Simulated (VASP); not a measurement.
# C (R-3m) in VASP: notebook

C is run at these levels: LDA; tasks: single point, relaxation of cell and atoms.

Everything below comes from runs of VASP 6.6.1. Logs are shortened: lines on timing, memory, paths and dates and some standing lists are left out, and cuts for length are marked.

## Step 1: The cell of the first run

The structure is trigonal, space group R-3m (No. 166). Conventional cell: a = 2.445 Å, b = 2.445 Å, c = 9.996 Å, α = 90.00°, β = 90.00°, γ = 120.00°. C (site symmetry 3m) has 3 C at 1.41 Å within 1.9 Å.

## Step 2: Single point, LDA

Contents of INCAR:

```
SYSTEM = C
ALGO = Normal ; EDIFF = 1E-6
ENCUT = 520 ; ISIF = 2
ISMEAR = 1 ; LASPH = .True.
LCHARG = .False. ; LREAL = .False.
LWAVE = .False. ; NBANDS = 11
NELM = 100 ; PREC = Accurate
SIGMA = 0.1
```

Contents of KPOINTS:

```
k-points
0
Gamma
  19 19 19
  0 0 0
```

Contents of POSCAR:

```
C
1.0
    1.2224369025      0.7057742764      3.3321596593
   -1.2224369025      0.7057742764      3.3321596593
    0.0000000000     -1.4115485478      3.3321596604
C
2
Direct
    0.8333868749      0.8333868749      0.8333868749
    0.1666131251      0.1666131251      0.1666131251
```

Potentials or basis: VASP PAW LDA potentials, release 64 (C).

The run is started by

```bash
$ cat potpaw_LDA.64/C/POTCAR > POTCAR
$ mpirun -np 1 vasp_std > vasp.out
```

OUTCAR:

```text
SYSTEM = C
   EDIFF = 1E-6
   ENCUT = 520
   ISIF = 2
   ISMEAR = 1
   LASPH = .True.
   LREAL = .False.
   NELM = 100
   PREC = Accurate

 ion  position               nearest neighbor table
   1  0.833  0.833  0.833-   2 1.41   2 1.41   2 1.41
   2  0.167  0.167  0.167-   1 1.41   1 1.41   1 1.41

  LATTYP: Found a trigonal (rhomboedric) cell.
 ALAT       =     3.6188060607
 COS(alpha) =     0.7717807461

  Lattice vectors:

 A1 = (   1.2224369025,   0.7057742764,   3.3321596593)
 A2 = (  -1.2224369025,   0.7057742764,   3.3321596593)
 A3 = (   0.0000000000,  -1.4115485478,   3.3321596604)

Analysis of symmetry for initial positions (statically):
=====================================================================
 Subroutine PRICEL returns:
 Original cell was already a primitive cell.

 Routine SETGRP: Setting up the symmetry group for a
 trigonal (rhombohedral) supercell.

 Subroutine GETGRP returns: Found 12 space group operations
 (whereof 12 operations were pure point group operations)
 out of a pool of 12 trial point group operations.

The static configuration has the point symmetry D_3d.

Analysis of symmetry for dynamics (positions and initial velocities):
=====================================================================
 Subroutine PRICEL returns:
 Original cell was already a primitive cell.

 Routine SETGRP: Setting up the symmetry group for a
 trigonal (rhombohedral) supercell.

 Subroutine GETGRP returns: Found 12 space group operations
 (whereof 12 operations were pure point group operations)
 out of a pool of 12 trial point group operations.

The dynamic configuration has the point symmetry D_3d.

 Subroutine INISYM returns: Found 12 space group operations
 (whereof 12 operations are pure point group operations),
 and found     1 'primitive' translations

----------------------------------------------------------------------------------------

                                     Primitive cell

  volume of cell :      17.2492

  direct lattice vectors                    reciprocal lattice vectors
     1.222436902  0.705774276  3.332159659     0.409019066  0.236147268  0.100035222
    -1.222436902  0.705774276  3.332159659    -0.409019066  0.236147268  0.100035222
     0.000000000 -1.411548548  3.332159660     0.000000000 -0.472294536  0.100035223

  length of vectors
     3.618806061  3.618806061  3.618806061     0.482772383  0.482772383  0.482772383

[... 82 lines left out ...]
   EDIFFG = 0.1E-04   stopping-criterion for IOM
   NSW    =      0    number of steps for IOM
   IBRION =     -1    ionic relax: 0-MD 1-quasi-New 2-CG
   NFREE  =      0    steps in history (QN), initial steepest desc. (CG)
   ISIF   =      2    stress and relaxation
   ISYM   =      2    0-nonsym 1-usesym 2-fastsym
   POTIM  = 0.5000    time-step for ionic-motion
   TEBEG  =    0.0;   TEEND  =   0.0 temperature during run
   PSTRESS=    0.0 pullay stress
   NELECT =       8.0000    total number of electrons
   NUPDOWN=      -1.0000    fix difference up-down
   EMIN   =  10.00;   EMAX   =-10.00  energy-range for DOS
   EFERMI =   0.00;   METHOD = LEGACY
   ISMEAR =     1;   SIGMA  =   0.10  broadening in eV -4-tet -1-fermi 0-gaus
   EFERMI_NEDOS =   21; number of points for ismear=-14 and -15
   IALGO  =     38    algorithm
   IMIX   =      4    mixing-type and parameters
     AMIX     =   0.40;   BMIX     =  1.00
     AMIX_MAG =   1.60;   BMIX_MAG =  1.00
  volume/ion in A,a.u.               =       8.62        58.20
  Fermi-wavevector in a.u.,A,eV,Ry     =   1.267209  2.394679 21.848503  1.605820
  Thomas-Fermi vector in A             =   2.400369
   LORBIT       =      0    0 simple, 1 ext, 2 COOP (PROOUT), +10 PAW based schemes
   GGA     = CA    functional components
   LHFCALC =     F    Hartree Fock is set to
   AEXX    =    0.0000 exact exchange contribution
   IVDW    =     0    specifies the selected vdW correction
   LEPSILON=     F    determine dielectric tensor
   LRPA    =     F    only Hartree local field effects (RPA)
 non-spin polarized calculation
 Methfessel and Paxton  Order N= 1 SIGMA  =   0.10
  energy-cutoff  :      520.00
  volume of cell :       17.25
 maximum number of plane-waves:       477
   NGX = 13   NGY = 13   NGZ = 13

 number of electron       8.0000000 magnetization

 Free energy of the ion-electron system (eV)
  ---------------------------------------------------
  ext. energy  EPLUGINS =         0.00000000
  ---------------------------------------------------
  free energy    TOTEN  =       -20.22358874 eV

  energy without entropy =      -20.22362229  energy(sigma->0) =      -20.22359992

 E-fermi :   4.8748     XC(G=0): -10.8480

 val. band max:        4.7075934632   @ k =  -0.3158   0.3158   0.0000
 cond. band min:       4.9408334029   @ k =  -0.3158   0.3158   0.0000
 fundamental gap:      0.2332399397
 Fermi energy:         4.8748486682

 k-point     1 :       0.0000    0.0000    0.0000
  band No.  band energies     occupation
      1     -14.8714      2.00000
      2      -1.9012      2.00000
      3       1.7876      2.00000
      4       1.7876      2.00000
      5       8.6135      0.00000
      6      13.2594      0.00000
      7      13.2594      0.00000
      8      16.3215      0.00000
      9      18.2888      0.00000
     10      27.5044      0.00000
     11      30.3276      0.00000
[... 309 lines left out ...]
 k-point    24 :      -0.2632    0.0526    0.0000
  band No.  band energies     occupation
      1     -12.8121      2.00000
      2      -3.6074      2.00000
      3      -0.8428      2.00000
      4       0.2751      2.00000
      5      10.8102      0.00000
      6      11.3985      0.00000
      7      13.4194      0.00000
      8      19.1595      0.00000
      9      21.1626      0.00000
     10      23.0632      0.00000
     11      26.9923      0.00000

 [... further k-points ...]
[... 5 lines left out ...]
  --------------------------------------------------------------------------------------
  -------------------------------------------------------------------------------------
  Total        0.1380342      0.1380342     -0.0119320      0.0000000     -0.0000000     -0.0000000
  in kB       12.8211778     12.8211778     -1.1082897      0.0000000     -0.0000000     -0.0000000
  external PRESSURE =       8.1780220 kB  Pullay stress =       0.0000000 kB

 VOLUME and BASIS-vectors are now :
 -----------------------------------------------------------------------------
  energy-cutoff  :      520.00
  volume of cell :       17.25
      direct lattice vectors                 reciprocal lattice vectors
     1.222436902  0.705774276  3.332159659     0.409019066  0.236147268  0.100035222
    -1.222436902  0.705774276  3.332159659    -0.409019066  0.236147268  0.100035222
     0.000000000 -1.411548548  3.332159660     0.000000000 -0.472294536  0.100035223

 POSITION                                       TOTAL-FORCE (eV/Angst)
 -----------------------------------------------------------------------------------
      0.00000      0.00000      8.33093         0.000000      0.000000      0.000081
      0.00000      0.00000      1.66554         0.000000     -0.000000     -0.000081
 -----------------------------------------------------------------------------------
    total drift:                               -0.000000      0.000000     -0.000000

  FREE ENERGIE OF THE ION-ELECTRON SYSTEM (eV)
  ---------------------------------------------------
  free  energy   TOTEN  =       -20.2235887418 eV

  energy  without entropy=      -20.2236222911  energy(sigma->0) =      -20.22359992
```

OSZICAR:

```text
N       E                     dE             d eps       ncg     rms          rms(c)
DAV:   1     0.357264633636E+01    0.35726E+01   -0.45454E+03 15191   0.664E+02
DAV:   2    -0.211003424478E+02   -0.24673E+02   -0.23375E+02 19155   0.130E+02
DAV:   3    -0.216700877078E+02   -0.56975E+00   -0.56872E+00 18505   0.167E+01
DAV:   4    -0.216723052475E+02   -0.22175E-02   -0.22174E-02 17054   0.130E+00
DAV:   5    -0.216723141591E+02   -0.89116E-05   -0.89118E-05 18772   0.750E-02    0.668E+00
DAV:   6    -0.205643896990E+02    0.11079E+01   -0.99453E-01 17301   0.570E+00    0.378E+00
DAV:   7    -0.202240527896E+02    0.34034E+00   -0.10460E+00 17729   0.588E+00    0.105E+00
DAV:   8    -0.202242654615E+02   -0.21267E-03   -0.25579E-02 16655   0.105E+00    0.179E-01
DAV:   9    -0.202235994554E+02    0.66601E-03   -0.14081E-03 17636   0.219E-01    0.696E-02
DAV:  10    -0.202235895896E+02    0.98659E-05   -0.12294E-04 18134   0.756E-02    0.287E-02
DAV:  11    -0.202235887418E+02    0.84776E-06   -0.29790E-06 17285   0.123E-02
   1 F= -.20223589E+02 E0= -.20223600E+02  d E =0.335493E-04
```

Run time: 5 min. Hardware: 1 thread of Intel Xeon 8259CL, shared host; peak memory 0.21 GiB.

Results:

```
Free energy : -20.2236 eV
Pressure    : 0.8 GPa
```

## Step 3: Relaxation of cell and atoms, LDA

This run uses another cell than the first one, of 8.74 Å³/atom.

Contents of INCAR:

```
SYSTEM = C
  ALGO = Normal
  EDIFF = 1E-6
  EDIFFG = -0.02
  ENCUT = 600
  IBRION = 2
  ISIF = 3
  ISMEAR = 1
  LASPH = .TRUE.
  LCHARG = .FALSE.
  LREAL = .FALSE.
  LWAVE = .FALSE.
  NELM = 80
  NSW = 80
  PREC = Accurate
  SIGMA = 0.1
```

Contents of KPOINTS:

```
k-points
0
G
  19 19 19
  0 0 0
```

Contents of POSCAR:

```
C
1.0
    1.2280287100      0.7090027100      3.3470114500
   -1.2280287100      0.7090027100      3.3470114500
    0.0000000000     -1.4180054100      3.3470114500
C
2
Direct
    0.8360000000      0.8360000000      0.8360000000
    0.1640000000      0.1640000000      0.1640000000
```

Potentials or basis: VASP PAW LDA potentials, release 64 (C).

The run is started by

```bash
$ cat potpaw_LDA.64/C/POTCAR > POTCAR
$ mpirun -np 1 vasp_std > vasp.out
```

OUTCAR:

```text
SYSTEM = C
   EDIFF = 1E-6
   EDIFFG = -0.02
   ENCUT = 600
   IBRION = 2
   ISIF = 3
   ISMEAR = 1
   LASPH = .TRUE.
   LREAL = .FALSE.
   NELM = 80
   NSW = 80
   PREC = Accurate

 ion  position               nearest neighbor table
   1  0.836  0.836  0.836-   2 1.42   2 1.42   2 1.42
   2  0.164  0.164  0.164-   1 1.42   1 1.42   1 1.42

  LATTYP: Found a trigonal (rhomboedric) cell.
 ALAT       =     3.6350000002
 COS(alpha) =     0.7717355885

  Lattice vectors:

 A1 = (   1.2280287100,   0.7090027100,   3.3470114500)
 A2 = (  -1.2280287100,   0.7090027100,   3.3470114500)
 A3 = (   0.0000000000,  -1.4180054100,   3.3470114500)

Analysis of symmetry for initial positions (statically):
=====================================================================
 Subroutine PRICEL returns:
 Original cell was already a primitive cell.
[... 431 lines left out ...]

  energy without entropy =      -20.23117414  energy(sigma->0) =      -20.23115055

 E-fermi :   4.8698     XC(G=0): -10.8514

 val. band max:        4.7097904958   @ k =  -0.3158   0.3158   0.0000
 cond. band min:       4.9373000004   @ k =  -0.3158   0.3158   0.0000
 fundamental gap:      0.2275095047
 Fermi energy:         4.8698332380

 k-point     1 :       0.0000    0.0000    0.0000
  band No.  band energies     occupation
      1     -14.8627      2.00000
      2      -1.8868      2.00000
      3       1.7856      2.00000
      4       1.7856      2.00000
      5       8.6299      0.00000
      6      13.2503      0.00000
      7      13.2503      0.00000
      8      16.3000      0.00000
[... 243 lines left out ...]
 k-point    24 :      -0.2632    0.0526    0.0000
  band No.  band energies     occupation
      1     -12.8051      2.00000
      2      -3.6065      2.00000
      3      -0.8418      2.00000
      4       0.2856      2.00000
      5      10.8030      0.00000
      6      11.4094      0.00000
      7      13.4086      0.00000
      8      19.1394      0.00000

 [... further k-points ...]
[... 5 lines left out ...]
  --------------------------------------------------------------------------------------
  -------------------------------------------------------------------------------------
  Total        0.0162309      0.0162309     -0.0317729      0.0000000     -0.0000000      0.0000000
  in kB        1.5078305      1.5078305     -2.9516623      0.0000000     -0.0000000      0.0000000
  external PRESSURE =       0.0213329 kB  Pullay stress =       0.0000000 kB
[... 17 lines left out ...]
  FREE ENERGIE OF THE ION-ELECTRON SYSTEM (eV)
  ---------------------------------------------------
  free  energy   TOTEN  =       -20.2311387551 eV

  energy  without entropy=      -20.2311741447  energy(sigma->0) =      -20.23115055

 reached required accuracy - stopping structural energy minimisation
```

It took 17 min on 1 thread of Intel Xeon 8259CL, shared host; peak memory 0.22 GiB.

Results:

```
Free energy                           : -20.2311 eV
Relaxed volume                        : 8.62 Å³/atom
Relaxed cell                          : a = 3.616 Å, b = 3.616 Å, c = 3.616 Å, α = 39.54°, β = 39.54°, γ = 39.54°
Space group after relaxing (to 0.1 Å) : R-3m (No. 166)
Energy gained by relaxing             : 13.1 meV/atom
Ionic steps                           : 8
Pressure after relaxing               : 0.0 GPa
```

Forces on the atoms (eV/Å):
```
C    0.000  0.000  0.002
C    0.000  0.000 -0.002
```

Stress tensor (GPa, compression positive):
```
 0.15  0.00  0.00
 0.00  0.15  0.00
 0.00  0.00 -0.30
```

Step by step:
| step | energy change (eV) | largest force (eV/Å) | pressure (GPa) | volume (Å³) |
| --- | --- | --- | --- | --- |
| 1 | 0.0000 | 0.9047 | -3.77 | 17.48 |
| 2 | -0.0031 | 0.5929 | 8.29 | 16.97 |
| 3 | -0.0244 | 0.1288 | 2.41 | 17.22 |
| 4 | -0.0217 | 0.2074 | -4.22 | 17.46 |
| 5 | -0.0261 | 0.0001 | -0.23 | 17.31 |
| 6 | -0.0261 | 0.0024 | -0.13 | 17.31 |
| 7 | -0.0262 | 0.0013 | -0.10 | 17.29 |
| 8 | -0.0263 | 0.0021 | 0.00 | 17.25 |

Final structure:
```
C
1.0
     1.22296    0.70608    3.32878
    -1.22296    0.70608    3.32878
     0.00000   -1.41215    3.32878
C
2
Direct
  0.83338 0.83338 0.83338
  0.16662 0.16662 0.16662
```
